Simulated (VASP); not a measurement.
# SrCl2 (Fm-3m) in VASP: settings compared

The runs below take SrCl2 through single point, with PBE, r2SCAN, PBEsol.

Program: VASP 6.6.1. These are calculated values, not measurements. Logs are shortened: lines on timing, memory, paths and dates and some standing lists are left out, and cuts for length are marked.

### 1 The cell of the first run

Symmetry: Fm-3m, No. 225, cubic system. Conventional cell: a = 6.995 Å, b = 6.995 Å, c = 6.995 Å, α = 90.00°, β = 90.00°, γ = 90.00°. Sr (site symmetry m-3m) has 8 Cl at 3.03 Å within 4.0 Å. Within 4.0 Å of Cl (site symmetry -43m) lie 4 Sr at 3.03 Å and 6 Cl at 3.50 Å.

### 2 Single point, PBE

Contents of INCAR:

```
  ALGO = Normal
  EDIFF = 1E-6
  ENCUT = 520
  GGA = PE
  ISIF = 2
  ISMEAR = 0
  LASPH = True
  LCHARG = False
  LREAL = False
  LWAVE = False
  NBANDS = 19
  NELM = 60
  PREC = Accurate
  SIGMA = 0.01
```

Contents of KPOINTS:

```
k-points
0
Gamma
  6 6 6
```

Contents of POSCAR:

```
SrCl2
1.0
    0.0000000000      3.4977180853      3.4977180853
    3.4977180853      0.0000000000      3.4977180853
    3.4977180853      3.4977180853      0.0000000000
Sr Cl
1 2
Direct
    0.0000000000      0.0000000000      0.0000000000
    0.2500000000      0.2500000000      0.2500000000
    0.7500000000      0.7500000000      0.7500000000
```

Potentials or basis: VASP PAW PBE potentials, release 64 (Sr_sv, Cl).

The run is started by

```
cat potpaw_PBE.64/Sr_sv/POTCAR potpaw_PBE.64/Cl/POTCAR > POTCAR
mpirun -np 1 vasp_std > vasp.out
```

OUTCAR:

```text
EDIFF = 1E-6
   ENCUT = 520
   GGA = PE
   ISIF = 2
   ISMEAR = 0
   LASPH = True
   LREAL = False
   NELM = 60
   PREC = Accurate

 ion  position               nearest neighbor table
   1  0.000  0.000  0.000-   3 3.03   3 3.03   3 3.03   2 3.03   2 3.03   2 3.03   3 3.03   2 3.03

   2  0.250  0.250  0.250-   1 3.03   1 3.03   1 3.03   1 3.03
   3  0.750  0.750  0.750-   1 3.03   1 3.03   1 3.03   1 3.03

  LATTYP: Found a face centered cubic cell.
 ALAT       =     6.9954361706

  Lattice vectors:

 A1 = (   0.0000000000,   3.4977180853,   3.4977180853)
 A2 = (   3.4977180853,   0.0000000000,   3.4977180853)
 A3 = (   3.4977180853,   3.4977180853,   0.0000000000)

Analysis of symmetry for initial positions (statically):
=====================================================================
 Subroutine PRICEL returns:
 Original cell was already a primitive cell.

 Routine SETGRP: Setting up the symmetry group for a
 face centered cubic supercell.

 Subroutine GETGRP returns: Found 48 space group operations
 (whereof 48 operations were pure point group operations)
 out of a pool of 48 trial point group operations.

The static configuration has the point symmetry O_h .

Analysis of symmetry for dynamics (positions and initial velocities):
=====================================================================
 Subroutine PRICEL returns:
 Original cell was already a primitive cell.

 Routine SETGRP: Setting up the symmetry group for a
 face centered cubic supercell.

 Subroutine GETGRP returns: Found 48 space group operations
 (whereof 48 operations were pure point group operations)
 out of a pool of 48 trial point group operations.

The dynamic configuration has the point symmetry O_h .

 Subroutine INISYM returns: Found 48 space group operations
 (whereof 48 operations are pure point group operations),
 and found     1 'primitive' translations

----------------------------------------------------------------------------------------

                                     Primitive cell

  volume of cell :      85.5824

  direct lattice vectors                    reciprocal lattice vectors
     0.000000000  3.497718085  3.497718085    -0.142950343  0.142950343  0.142950343
     3.497718085  0.000000000  3.497718085     0.142950343 -0.142950343  0.142950343
     3.497718085  3.497718085  0.000000000     0.142950343  0.142950343 -0.142950343

  length of vectors
     4.946520354  4.946520354  4.946520354     0.247597257  0.247597257  0.247597257

  position of ions in fractional coordinates (direct lattice)
     0.000000000  0.000000000  0.000000000
     0.250000000  0.250000000  0.250000000
     0.750000000  0.750000000  0.750000000

  ion indices of the primitive-cell ions
   primitive index   ion index
                 1           1
                 2           2
                 3           3

----------------------------------------------------------------------------------------

 KPOINTS: k-points

Automatic generation of k-mesh.
 Grid dimensions read from file:
 generate k-points for:    6    6    6

 Generating k-lattice:

  Cartesian coordinates                     Fractional coordinates (reciprocal lattice)
    -0.023825057  0.023825057  0.023825057     0.166666667  0.000000000  0.000000000
     0.023825057 -0.023825057  0.023825057     0.000000000  0.166666667  0.000000000
     0.023825057  0.023825057 -0.023825057     0.000000000  0.000000000  0.166666667

  Length of vectors
     0.041266210  0.041266210  0.041266210

  Shift w.r.t. Gamma in fractional coordinates (k-lattice)
     0.000000000  0.000000000  0.000000000

 Subroutine IBZKPT returns following result:
 ===========================================

 Found     16 irreducible k-points:

 Following reciprocal coordinates:
            Coordinates               Weight
  0.000000  0.000000  0.000000      1.000000
  0.166667  0.000000  0.000000      8.000000
  0.333333  0.000000  0.000000      8.000000
  0.500000  0.000000  0.000000      4.000000
  0.166667  0.166667  0.000000      6.000000
  0.333333  0.166667  0.000000     24.000000
[... 8 lines left out ...]
 -0.333333  0.333333  0.166667     24.000000
 -0.333333  0.500000  0.166667     12.000000
   k-points           NKPTS =     16   k-points in BZ     NKDIM =     16   number of bands    NBANDS=     19
   number of dos      NEDOS =    301   number of ions     NIONS =      3
   total plane-waves  NPLWV =  64000
   dimension x,y,z NGX =    40 NGY =   40 NGZ =   40
   dimension x,y,z NGXF=    80 NGYF=   80 NGZF=   80
   ions per type =               1   2
   NGX,Y,Z   is equivalent  to a cutoff of  13.44, 13.44, 13.44 a.u.
   NGXF,Y,Z  is equivalent  to a cutoff of  26.89, 26.89, 26.89 a.u.
 SYSTEM =  unknown system
   PREC   = accura    normal or accurate (medium, high low for compatibility)
   ISTART =      0    job   : 0-new  1-cont  2-samecut
   ICHARG =      2    charge: 1-file 2-atom 10-const
   ISPIN  =      1    spin polarized calculation?
   LNONCOLLINEAR =      F non collinear calculations
   LSORBIT =      F    spin-orbit coupling
   LASPH  =      T    aspherical Exc in radial PAW
   ENCUT  =  520.0 eV  38.22 Ry    6.18 a.u.   9.20  9.20  9.20*2*pi/ulx,y,z
   NELM   =     60;   NELMIN=  2; NELMDL= -5     # of ELM steps
   EDIFF  = 0.1E-05   stopping-criterion for ELM
   LREAL  =      F    real-space projection
   EDIFFG = 0.1E-04   stopping-criterion for IOM
   NSW    =      0    number of steps for IOM
   IBRION =     -1    ionic relax: 0-MD 1-quasi-New 2-CG
   NFREE  =      0    steps in history (QN), initial steepest desc. (CG)
   ISIF   =      2    stress and relaxation
   ISYM   =      2    0-nonsym 1-usesym 2-fastsym
   POTIM  = 0.5000    time-step for ionic-motion
   TEBEG  =    0.0;   TEEND  =   0.0 temperature during run
   PSTRESS=    0.0 pullay stress
   NELECT =      24.0000    total number of electrons
   NUPDOWN=      -1.0000    fix difference up-down
   EMIN   =  10.00;   EMAX   =-10.00  energy-range for DOS
   EFERMI =   0.00;   METHOD = LEGACY
   ISMEAR =     0;   SIGMA  =   0.01  broadening in eV -4-tet -1-fermi 0-gaus
   EFERMI_NEDOS =   21; number of points for ismear=-14 and -15
   IALGO  =     38    algorithm
   IMIX   =      4    mixing-type and parameters
     AMIX     =   0.40;   BMIX     =  1.00
     AMIX_MAG =   1.60;   BMIX_MAG =  1.00
  volume/ion in A,a.u.               =      28.53       192.51
  Fermi-wavevector in a.u.,A,eV,Ry     =   1.071562  2.024958 15.622809  1.148244
  Thomas-Fermi vector in A             =   2.207306
   LORBIT       =      0    0 simple, 1 ext, 2 COOP (PROOUT), +10 PAW based schemes
   GGA     = PE    functional components
   LHFCALC =     F    Hartree Fock is set to
   AEXX    =    0.0000 exact exchange contribution
   IVDW    =     0    specifies the selected vdW correction
   LEPSILON=     F    determine dielectric tensor
   LRPA    =     F    only Hartree local field effects (RPA)
 non-spin polarized calculation
 Gauss-broadening in eV      SIGMA  =   0.01
  energy-cutoff  :      520.00
  volume of cell :       85.58
 maximum number of plane-waves:      2332
 NGX is ok and might be reduce to    40
   NGX = 19   NGY = 19   NGZ = 19

 number of electron      24.0000002 magnetization

 Free energy of the ion-electron system (eV)
  ---------------------------------------------------
  ext. energy  EPLUGINS =         0.00000000
  ---------------------------------------------------
  free energy    TOTEN  =       -12.78650150 eV

  energy without entropy =      -12.78650150  energy(sigma->0) =      -12.78650150

 E-fermi :   0.1586     XC(G=0):  -8.2483

 val. band max:        0.1001040926   @ k =   0.5000   0.5000   0.0000
 cond. band min:       5.4071042011   @ k =   0.0000   0.0000   0.0000
 fundamental gap:      5.3070001084
 Fermi energy:         0.1586069131

 k-point     1 :       0.0000    0.0000    0.0000
  band No.  band energies     occupation
      1     -32.8135      2.00000
      2     -14.8016      2.00000
      3     -14.8016      2.00000
      4     -14.8016      2.00000
      5     -13.1803      2.00000
      6     -12.3467      2.00000
[... 11 lines left out ...]
     18       9.1219      0.00000
     19       9.3660      0.00000

 k-point     2 :       0.1667    0.0000    0.0000
  band No.  band energies     occupation
      1     -32.8128      2.00000
      2     -14.8840      2.00000
      3     -14.8050      2.00000
      4     -14.8050      2.00000
      5     -13.0365      2.00000
      6     -12.4024      2.00000
[... 11 lines left out ...]
     18       8.8198      0.00000
     19       9.8825      0.00000

 k-point     3 :       0.3333    0.0000    0.0000
  band No.  band energies     occupation
      1     -32.8112      2.00000
      2     -15.0161      2.00000
      3     -14.8116      2.00000
      4     -14.8116      2.00000
      5     -12.8250      2.00000
      6     -12.4610      2.00000
[... 11 lines left out ...]
     18       8.6527      0.00000
     19       9.1704      0.00000

 k-point     4 :       0.5000    0.0000    0.0000
  band No.  band energies     occupation
      1     -32.8105      2.00000
      2     -15.0712      2.00000
      3     -14.8149      2.00000
      4     -14.8149      2.00000
      5     -12.7889      2.00000
      6     -12.4273      2.00000
[... 231 lines left out ...]
     18       8.7738      0.00000
     19       9.8638      0.00000

 k-point    15 :      -0.3333    0.3333    0.1667
  band No.  band energies     occupation
      1     -32.8097      2.00000
      2     -15.0123      2.00000
      3     -14.9491      2.00000
      4     -14.8269      2.00000
      5     -12.5978      2.00000
      6     -12.5100      2.00000
[... 11 lines left out ...]
     18       9.2026      0.00000
     19       9.9644      0.00000

 k-point    16 :      -0.3333    0.5000    0.1667
  band No.  band energies     occupation
      1     -32.8095      2.00000
      2     -15.0614      2.00000
      3     -14.9136      2.00000
      4     -14.8334      2.00000
      5     -12.5884      2.00000
      6     -12.4916      2.00000
[... 11 lines left out ...]
     18       9.5975      0.00000
     19      10.0599      0.00000

------------------------ aborting loop because EDIFF is reached ----------------------------------------

  FORCE on cell =-STRESS in cart. coord.  units (eV):
  Direction    XX          YY          ZZ          XY          YZ          ZX
  --------------------------------------------------------------------------------------
  -------------------------------------------------------------------------------------
  Total        0.4115674      0.4115674      0.4115674      0.0000000      0.0000000     -0.0000000
  in kB        7.7049025      7.7049025      7.7049025      0.0000000      0.0000000     -0.0000000
  external PRESSURE =       7.7049025 kB  Pullay stress =       0.0000000 kB

 VOLUME and BASIS-vectors are now :
 -----------------------------------------------------------------------------
  energy-cutoff  :      520.00
  volume of cell :       85.58
      direct lattice vectors                 reciprocal lattice vectors
     0.000000000  3.497718085  3.497718085    -0.142950343  0.142950343  0.142950343
     3.497718085  0.000000000  3.497718085     0.142950343 -0.142950343  0.142950343
     3.497718085  3.497718085  0.000000000     0.142950343  0.142950343 -0.142950343

 POSITION                                       TOTAL-FORCE (eV/Angst)
 -----------------------------------------------------------------------------------
      0.00000      0.00000      0.00000        -0.000000     -0.000000     -0.000000
      1.74886      1.74886      1.74886         0.000000     -0.000000     -0.000000
      5.24658      5.24658      5.24658         0.000000      0.000000      0.000000
 -----------------------------------------------------------------------------------
    total drift:                               -0.000000     -0.000000      0.000000

  FREE ENERGIE OF THE ION-ELECTRON SYSTEM (eV)
  ---------------------------------------------------
  free  energy   TOTEN  =       -12.7865015006 eV

  energy  without entropy=      -12.7865015006  energy(sigma->0) =      -12.78650150
```

Run time: 46 s. Hardware: 1 thread of Intel Xeon Platinum 8175M at 2.50GHz (Skylake/Cascade Lake), shared host; peak memory 0.24 GiB.

What came out:

| Property | Result |
| --- | --- |
| Free energy | -12.7865 eV |
| Pressure | 0.8 GPa |
| Band gap on the k mesh | 5.31 eV, indirect (least direct gap 5.51 eV) |

A k mesh can miss the band edges. Expect the measured gap to be larger: semilocal functionals such as PBE lack the derivative discontinuity.

### 3 Single point, r2SCAN

POSCAR is that of step 2.

Contents of INCAR.step1:

```
SYSTEM = SrCl2
ALGO = Normal
EDIFF = 1E-4
ENCUT = 520
GGA = PE
ISMEAR = 0
LASPH = .TRUE.
LCHARG = .FALSE.
LREAL = .FALSE.
LWAVE = .TRUE.
NBANDS = 19
NELM = 100
PREC = Accurate
SIGMA = 0.01
```

Contents of INCAR.step2:

```
SYSTEM = SrCl2
ALGO = Normal
EDIFF = 1E-6
ENCUT = 520
ISIF = 2
ISMEAR = 0
ISTART = 1
LASPH = .TRUE.
LCHARG = .TRUE.
LELF = .TRUE.
LMIXTAU = .TRUE.
LREAL = .FALSE.
LVHAR = .TRUE.
LWAVE = .FALSE.
METAGGA = R2SCAN
NBANDS = 19
NELM = 100
PREC = Accurate
SIGMA = 0.01
```

Contents of KPOINTS:

```
k-points
0
G
  6 6 6
  0 0 0
```

Potentials or basis: VASP PAW PBE potentials, release 64 (Sr_sv, Cl).

The run is started by

```
cat potpaw_PBE.64/Sr_sv/POTCAR potpaw_PBE.64/Cl/POTCAR > POTCAR
cp INCAR.step1 INCAR
mpirun -np 1 vasp_std > vasp.out
cp INCAR.step2 INCAR
mpirun -np 1 vasp_std > vasp.out
```

It took 2.9 min on 1 thread of Intel Xeon Platinum 8175M at 2.50GHz (Skylake/Cascade Lake), shared host; peak memory 0.26 GiB.

Results (log left out):

* Free energy: -35.6970 eV
* Pressure: 0.0 GPa
* Band gap on the k mesh: 5.94 eV, indirect (least direct gap 5.99 eV)

Levels at points of the mesh, in eV from the valence-band top:
| k point | band 9 | band 10 | band 11 | band 12 | band 13 | band 14 | band 15 | band 16 |
| --- | --- | --- | --- | --- | --- | --- | --- | --- |
| (0.00, 0.00, 0.00) | -2.12 | -0.35 | -0.35 | -0.35 | 5.94 | 6.69 | 6.69 | 9.61 |
| (0.50, 0.00, 0.00) | -1.47 | -1.33 | -1.06 | -1.06 | 7.29 | 7.29 | 8.22 | 8.23 |
| (0.50, 0.50, 0.00) | -1.90 | -0.39 | -0.39 | 0.00 | 5.99 | 7.77 | 8.20 | 8.68 |

Caveat: the PAW data sets were made with another functional, which shifts forces and pressure a little.

### 4 Single point, PBEsol

Contents of INCAR:

```
PREC = Accurate
ENCUT = 520
EDIFF = 1E-6
ISMEAR = 0
SIGMA = 0.01
LREAL = F
LASPH = T
NELM = 80
ALGO = Normal
ISIF = 2
LWAVE = F
LCHARG = T
GGA = PS
LELF = T
LVHAR = T
NBANDS = 19
```

Contents of KPOINTS:

```
Automatic mesh
0
Gamma
  8 8 8
```

POSCAR is that of step 3.

The run is started by

```
cat potpaw_PBE.64/Sr_sv/POTCAR potpaw_PBE.64/Cl/POTCAR > POTCAR
mpirun -np 1 vasp_std > vasp.out
```

Wall time 76 s (1 thread of Intel Xeon Platinum 8175M at 2.50GHz (Skylake/Cascade Lake), shared host); peak memory 0.25 GiB.

It converged, with:

```
Free energy            : -13.3325 eV
Pressure               : -1.2 GPa
Band gap on the k mesh : 5.10 eV, indirect (least direct gap 5.36 eV)
```

Levels at points of the mesh, in eV from the valence-band top:
```tsv
k point	band 9	band 10	band 11	band 12	band 13	band 14	band 15	band 16
(0.00, 0.00, 0.00)	-2.14	-0.34	-0.34	-0.34	5.10	5.98	5.98	8.86
(0.50, 0.00, 0.00)	-1.52	-1.33	-1.06	-1.06	6.60	6.60	7.39	7.70
(0.50, 0.50, 0.00)	-1.89	-0.41	-0.41	0.00	5.36	6.90	7.50	7.92
```

Caveat: the PAW data sets were made with another functional, which shifts forces and pressure a little. A k mesh can miss the band edges.

### 5 Overview

| level | k mesh | gap on the mesh (eV) | pressure (GPa) |
| --- | --- | --- | --- |
| PBE | 6 × 6 × 6 | 5.31 | 0.8 |
| r2SCAN | 6 × 6 × 6 | 5.94 | 0.0 |
| PBEsol | 8 × 8 × 8 | 5.10 | -1.2 |

Alike in all rows: task single point; potentials or basis VASP PAW PBE potentials, release 64 (Sr_sv, Cl); no spin polarisation; cell as given; cutoff (eV) 520; smearing gaussian 0.01 eV.

On the cell as given the gap runs from 5.10 eV (PBEsol) to 5.94 eV (r2SCAN); the meshes differ, which moves gaps too. The pressure there spans -1.2 GPa (PBEsol) to 0.8 GPa (PBE); a positive pressure means that this level wants a larger cell, a negative one a smaller.

Caveats: the PAW data sets were made with another functional, which shifts forces and pressure a little (some runs).

Absolute energies hang on the potentials; compare differences alone.
